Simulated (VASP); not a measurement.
# Ag (Pm-3n) in VASP: further runs

Runs on Ag. Level: BLYP. Tasks: single point, relaxation of cell and atoms.

Everything below comes from runs of VASP 6.6.1. Logs are shortened: lines on timing, memory, paths and dates and some standing lists are left out, and cuts for length are marked.

### 1 The cell of the first run

Symmetry: Pm-3n, No. 223, cubic system. The conventional cell has a = 5.422 Å, b = 5.422 Å, c = 5.422 Å, α = 90.00°, β = 90.00°, γ = 90.00°. Within 4.0 Å of Ag (site symmetry m-3) lie 12 Ag at 3.03 Å. Within 3.6 Å of Ag (site symmetry -4m2) lie 14 Ag at 2.71 to 3.32 Å.

### 2 Single point, BLYP

Contents of INCAR:

```
SYSTEM = Ag
PREC = Accurate
ENCUT = 520
EDIFF = 1E-6
ISMEAR = -1
SIGMA = 0.1
LREAL = .False.
LASPH = .True.
NELM = 80
ALGO = Normal
ISIF = 2
LWAVE = .False.
LCHARG = .True.
GGA = B5
ALDAX = 1.0
AGGAX = 1.0
AGGAC = 1.0
ALDAC = 0.0
LELF = .True.
LVHAR = .True.
NBANDS = 54
```

Contents of KPOINTS:

```
Automatic mesh
0
Gamma
  5 5 5
  0 0 0
```

Contents of POSCAR:

```
Ag
1.0
    5.4217507837      0.0000000000      0.0000000000
    0.0000000000      5.4217507837      0.0000000000
    0.0000000000      0.0000000000      5.4217507837
Ag
8
Direct
    1.0000000000      1.0000000000      1.0000000000
    0.5000000000      0.5000000000      0.5000000000
    0.2500000000      0.0000000000      0.5000000000
    0.7500000000      1.0000000000      0.5000000000
    0.5000000000      0.2500000000      0.0000000000
    0.5000000000      0.7500000000      1.0000000000
    1.0000000000      0.5000000000      0.2500000000
    1.0000000000      0.5000000000      0.7500000000
```

Potentials or basis: VASP PAW PBE potentials, release 64 (Ag).

Run with:

```console
$ cat potpaw_PBE.64/Ag/POTCAR > POTCAR
$ mpirun -np 1 vasp_std > vasp.out
```

OUTCAR:

```text
SYSTEM = Ag
   PREC = Accurate
   ENCUT = 520
   EDIFF = 1E-6
   ISMEAR = -1
   LREAL = .False.
   LASPH = .True.
   NELM = 80
   ISIF = 2
   GGA = B5

 ion  position               nearest neighbor table
   1  0.000  0.000  0.000-   3 3.03   4 3.03   5 3.03   6 3.03   7 3.03   8 3.03   3 3.03   4 3.03
                             7 3.03   8 3.03   5 3.03   6 3.03
   2  0.500  0.500  0.500-   3 3.03   4 3.03   5 3.03   6 3.03   7 3.03   8 3.03   5 3.03   6 3.03
                             3 3.03   4 3.03   7 3.03   8 3.03
   3  0.250  0.000  0.500-   4 2.71   4 2.71   1 3.03   1 3.03   2 3.03   2 3.03   8 3.32   5 3.32
                             5 3.32   6 3.32   6 3.32   7 3.32   8 3.32   7 3.32
   4  0.750  0.000  0.500-   3 2.71   3 2.71   1 3.03   1 3.03   2 3.03   2 3.03   8 3.32   5 3.32
                             5 3.32   6 3.32   6 3.32   7 3.32   8 3.32   7 3.32
   5  0.500  0.250  0.000-   6 2.71   6 2.71   1 3.03   2 3.03   2 3.03   1 3.03   8 3.32   4 3.32
                             3 3.32   4 3.32   3 3.32   7 3.32   7 3.32   8 3.32
   6  0.500  0.750  0.000-   5 2.71   5 2.71   1 3.03   2 3.03   2 3.03   1 3.03   8 3.32   4 3.32
                             3 3.32   4 3.32   3 3.32   7 3.32   7 3.32   8 3.32
   7  0.000  0.500  0.250-   8 2.71   8 2.71   1 3.03   2 3.03   1 3.03   2 3.03   3 3.32   4 3.32
                             5 3.32   3 3.32   4 3.32   6 3.32   5 3.32   6 3.32
   8  0.000  0.500  0.750-   7 2.71   7 2.71   1 3.03   2 3.03   1 3.03   2 3.03   3 3.32   4 3.32
                             5 3.32   3 3.32   4 3.32   6 3.32   5 3.32   6 3.32

  LATTYP: Found a simple cubic cell.
 ALAT       =     5.4217507837

  Lattice vectors:

 A1 = (   5.4217507837,   0.0000000000,   0.0000000000)
 A2 = (   0.0000000000,   5.4217507837,   0.0000000000)
 A3 = (   0.0000000000,   0.0000000000,   5.4217507837)

Analysis of symmetry for initial positions (statically):
=====================================================================
 Subroutine PRICEL returns:
 Original cell was already a primitive cell.

 Routine SETGRP: Setting up the symmetry group for a
 simple cubic supercell.

 Subroutine GETGRP returns: Found 48 space group operations
 (whereof 24 operations were pure point group operations)
 out of a pool of 48 trial point group operations.

The static configuration has the point symmetry T_h .
 The point group associated with its full space group is O_h .

Analysis of symmetry for dynamics (positions and initial velocities):
=====================================================================
 Subroutine PRICEL returns:
 Original cell was already a primitive cell.

 Routine SETGRP: Setting up the symmetry group for a
 simple cubic supercell.

 Subroutine GETGRP returns: Found 48 space group operations
 (whereof 24 operations were pure point group operations)
 out of a pool of 48 trial point group operations.

The dynamic configuration has the point symmetry T_h .
 The point group associated with its full space group is O_h .

 Subroutine INISYM returns: Found 48 space group operations
 (whereof 24 operations are pure point group operations),
 and found     1 'primitive' translations

----------------------------------------------------------------------------------------

                                     Primitive cell

  volume of cell :     159.3744

  direct lattice vectors                    reciprocal lattice vectors
     5.421750784  0.000000000  0.000000000     0.184442266  0.000000000  0.000000000
     0.000000000  5.421750784  0.000000000     0.000000000  0.184442266  0.000000000
     0.000000000  0.000000000  5.421750784     0.000000000  0.000000000  0.184442266

  length of vectors
     5.421750784  5.421750784  5.421750784     0.184442266  0.184442266  0.184442266

  position of ions in fractional coordinates (direct lattice)
     0.000000000  0.000000000  0.000000000
     0.500000000  0.500000000  0.500000000
     0.250000000  0.000000000  0.500000000
     0.750000000  0.000000000  0.500000000
     0.500000000  0.250000000  0.000000000
     0.500000000  0.750000000  0.000000000
     0.000000000  0.500000000  0.250000000
     0.000000000  0.500000000  0.750000000

  ion indices of the primitive-cell ions
   primitive index   ion index
                 1           1
                 2           2
                 3           3
                 4           4
                 5           5
                 6           6
                 7           7
                 8           8

----------------------------------------------------------------------------------------

 KPOINTS: Automatic mesh

Automatic generation of k-mesh.
 Grid dimensions read from file:
 generate k-points for:    5    5    5

 Generating k-lattice:

  Cartesian coordinates                     Fractional coordinates (reciprocal lattice)
     0.036888453  0.000000000  0.000000000     0.200000000  0.000000000  0.000000000
     0.000000000  0.036888453  0.000000000     0.000000000  0.200000000  0.000000000
     0.000000000  0.000000000  0.036888453     0.000000000  0.000000000  0.200000000

  Length of vectors
     0.036888453  0.036888453  0.036888453

  Shift w.r.t. Gamma in fractional coordinates (k-lattice)
     0.000000000  0.000000000  0.000000000

 Subroutine IBZKPT returns following result:
 ===========================================

 Found     10 irreducible k-points:

 Following reciprocal coordinates:
            Coordinates               Weight
  0.000000  0.000000  0.000000      1.000000
  0.200000  0.000000  0.000000      6.000000
  0.400000  0.000000  0.000000      6.000000
  0.200000  0.200000  0.000000     12.000000
  0.400000  0.200000  0.000000     24.000000
  0.400000  0.400000  0.000000     12.000000
  0.200000  0.200000  0.200000      8.000000
  0.400000  0.200000  0.200000     24.000000
  0.400000  0.400000  0.200000     24.000000
  0.400000  0.400000  0.400000      8.000000
   k-points           NKPTS =     10   k-points in BZ     NKDIM =     10   number of bands    NBANDS=     54
   number of dos      NEDOS =    301   number of ions     NIONS =      8
   total plane-waves  NPLWV =  64000
   dimension x,y,z NGX =    40 NGY =   40 NGZ =   40
   dimension x,y,z NGXF=    80 NGYF=   80 NGZF=   80
   ions per type =               8
   NGX,Y,Z   is equivalent  to a cutoff of  12.27, 12.27, 12.27 a.u.
   NGXF,Y,Z  is equivalent  to a cutoff of  24.53, 24.53, 24.53 a.u.
 SYSTEM =  Ag
   PREC   = accura    normal or accurate (medium, high low for compatibility)
   ISTART =      0    job   : 0-new  1-cont  2-samecut
   ICHARG =      2    charge: 1-file 2-atom 10-const
   ISPIN  =      1    spin polarized calculation?
   LNONCOLLINEAR =      F non collinear calculations
   LSORBIT =      F    spin-orbit coupling
   LASPH  =      T    aspherical Exc in radial PAW
   ENCUT  =  520.0 eV  38.22 Ry    6.18 a.u.  10.08 10.08 10.08*2*pi/ulx,y,z
   NELM   =     80;   NELMIN=  2; NELMDL= -5     # of ELM steps
   EDIFF  = 0.1E-05   stopping-criterion for ELM
   LREAL  =      F    real-space projection
   EDIFFG = 0.1E-04   stopping-criterion for IOM
   NSW    =      0    number of steps for IOM
   IBRION =     -1    ionic relax: 0-MD 1-quasi-New 2-CG
   NFREE  =      0    steps in history (QN), initial steepest desc. (CG)
   ISIF   =      2    stress and relaxation
   ISYM   =      2    0-nonsym 1-usesym 2-fastsym
   POTIM  = 0.5000    time-step for ionic-motion
   TEBEG  =    0.0;   TEEND  =   0.0 temperature during run
   PSTRESS=    0.0 pullay stress
   NELECT =      88.0000    total number of electrons
   NUPDOWN=      -1.0000    fix difference up-down
   EMIN   =  10.00;   EMAX   =-10.00  energy-range for DOS
   EFERMI =   0.00;   METHOD = LEGACY
   ISMEAR =    -1;   SIGMA  =   0.10  broadening in eV -4-tet -1-fermi 0-gaus
   EFERMI_NEDOS =   21; number of points for ismear=-14 and -15
   IALGO  =     38    algorithm
   IMIX   =      4    mixing-type and parameters
     AMIX     =   0.40;   BMIX     =  1.00
     AMIX_MAG =   1.60;   BMIX_MAG =  1.00
  volume/ion in A,a.u.               =      19.92       134.44
  Fermi-wavevector in a.u.,A,eV,Ry     =   1.343062  2.538020 24.542413  1.803816
  Thomas-Fermi vector in A             =   2.471166
   LORBIT       =      0    0 simple, 1 ext, 2 COOP (PROOUT), +10 PAW based schemes
   GGA     = B5    functional components
   LHFCALC =     F    Hartree Fock is set to
   AEXX    =    0.0000 exact exchange contribution
   IVDW    =     0    specifies the selected vdW correction
   LEPSILON=     F    determine dielectric tensor
   LRPA    =     F    only Hartree local field effects (RPA)
 non-spin polarized calculation
  energy-cutoff  :      520.00
  volume of cell :      159.37
 maximum number of plane-waves:      4337
   NGX = 21   NGY = 21   NGZ = 21

 number of electron      87.9999957 magnetization

 Free energy of the ion-electron system (eV)
  ---------------------------------------------------
  ext. energy  EPLUGINS =         0.00000000
  ---------------------------------------------------
  free energy    TOTEN  =       -16.25866721 eV

  energy without entropy =      -16.18835102  energy(sigma->0) =      -16.22350912

 E-fermi :   7.1580     XC(G=0): -10.7447

 val. band max:        7.0859702295   @ k =   0.0000   0.0000   0.0000
 cond. band min:       7.1938558226   @ k =   0.4000   0.2000   0.0000
 fundamental gap:      0.1078855931
 Fermi energy:         7.1579678381

 k-point     1 :       0.0000    0.0000    0.0000
  band No.  band energies     occupation
      1       0.2552      2.00000
      2       1.1231      2.00000
      3       1.1231      2.00000
      4       1.5593      2.00000
      5       1.7326      2.00000
      6       1.7326      2.00000
[... 46 lines left out ...]
     53      12.8510      0.00000
     54      13.3218      0.00000
[... 511 lines left out ...]
     53      15.5618      0.00000
     54      15.7610      0.00000

------------------------ aborting loop because EDIFF is reached ----------------------------------------

  FORCE on cell =-STRESS in cart. coord.  units (eV):
  Direction    XX          YY          ZZ          XY          YZ          ZX
  --------------------------------------------------------------------------------------
  -------------------------------------------------------------------------------------
  Total        0.0859644      0.0859644      0.0859644      0.0000000      0.0000000      0.0000000
  in kB        0.8641926      0.8641926      0.8641926      0.0000000      0.0000000      0.0000000
  external PRESSURE =       0.8641926 kB  Pullay stress =       0.0000000 kB

 VOLUME and BASIS-vectors are now :
 -----------------------------------------------------------------------------
  energy-cutoff  :      520.00
  volume of cell :      159.37
      direct lattice vectors                 reciprocal lattice vectors
     5.421750784  0.000000000  0.000000000     0.184442266  0.000000000  0.000000000
     0.000000000  5.421750784  0.000000000     0.000000000  0.184442266  0.000000000
     0.000000000  0.000000000  5.421750784     0.000000000  0.000000000  0.184442266

 POSITION                                       TOTAL-FORCE (eV/Angst)
 -----------------------------------------------------------------------------------
      0.00000      0.00000      0.00000         0.000000      0.000000     -0.000000
      2.71088      2.71088      2.71088         0.000000      0.000000     -0.000000
      1.35544      0.00000      2.71088        -0.000000     -0.000000      0.000000
      4.06631      0.00000      2.71088         0.000000      0.000000      0.000000
      2.71088      1.35544      0.00000         0.000000     -0.000000     -0.000000
      2.71088      4.06631      0.00000        -0.000000      0.000000     -0.000000
      0.00000      2.71088      1.35544        -0.000000     -0.000000     -0.000000
      0.00000      2.71088      4.06631         0.000000     -0.000000      0.000000
 -----------------------------------------------------------------------------------
    total drift:                               -0.000000     -0.000000      0.000000

  FREE ENERGIE OF THE ION-ELECTRON SYSTEM (eV)
  ---------------------------------------------------
  free  energy   TOTEN  =       -16.2586672129 eV

  energy  without entropy=      -16.1883510209  energy(sigma->0) =      -16.22350912
```

It took 77 s on 1 thread of Intel Xeon Platinum 8488C (Sapphire Rapids), shared host; peak memory 0.25 GiB.

What came out:

```yaml
Free_energy: -16.2587 eV
Pressure: 0.1 GPa
Band_gap_on_the_k_mesh: zero (bands 44 and 45 overlap by 1.53 eV)
```

Caveat: the PAW data sets were made with another functional, which shifts forces and pressure a little.

### 3 Single point, BLYP

Contents of INCAR:

```
SYSTEM = Ag
AGGAC = 1.0
AGGAX = 1.0
ALDAC = 0.0
ALDAX = 1.0
ALGO = Normal
EDIFF = 1E-6
ENCUT = 520
GGA = B5
ISIF = 2
ISMEAR = -1
LASPH = .True.
LCHARG = .True.
LELF = .True.
LREAL = .False.
LVHAR = .True.
LWAVE = .False.
NBANDS = 54
NELM = 60
PREC = Accurate
SIGMA = 0.1
```

Contents of KPOINTS:

```
k-points
0
Gamma
  6 6 6
  0 0 0
```

POSCAR is that of step 2.

Potentials or basis: VASP PAW PBE potentials, release 64 (Ag).

Run with:

```console
$ cat potpaw_PBE.64/Ag/POTCAR > POTCAR
$ mpirun -np 1 vasp_std > vasp.out
```

It took 2.1 min on 1 thread of Intel Xeon Platinum 8488C (Sapphire Rapids), shared host; peak memory 0.29 GiB.

Results (log left out):

```
Free energy            : -16.2317 eV
Pressure               : 0.2 GPa
Band gap on the k mesh : zero (bands 44 and 45 overlap by 2.35 eV)
```

Levels at points of the mesh, in eV from the Fermi level:
```
           k point  band 40  band 41  band 42  band 43  band 44  band 45  band 46  band 47  band 48  band 49
(0.00, 0.00, 0.00)    -3.06    -3.06     0.06     0.06     0.06     0.74     0.74     0.79     5.08     5.08
(0.50, 0.00, 0.00)    -3.07    -2.76    -2.76     1.04     1.04     1.15     1.15     2.27     2.27     2.59
(0.50, 0.50, 0.00)    -2.74    -2.69    -2.66    -2.44    -2.44     1.53     2.45     2.71     2.71     3.76
(0.50, 0.50, 0.50)    -3.25    -1.31    -1.31    -1.31    -1.31    -1.31    -1.31    -1.06    -1.06     9.32
```

Caveat: the PAW data sets were made with another functional, which shifts forces and pressure a little.

(Part 1 of 2 ends here.)
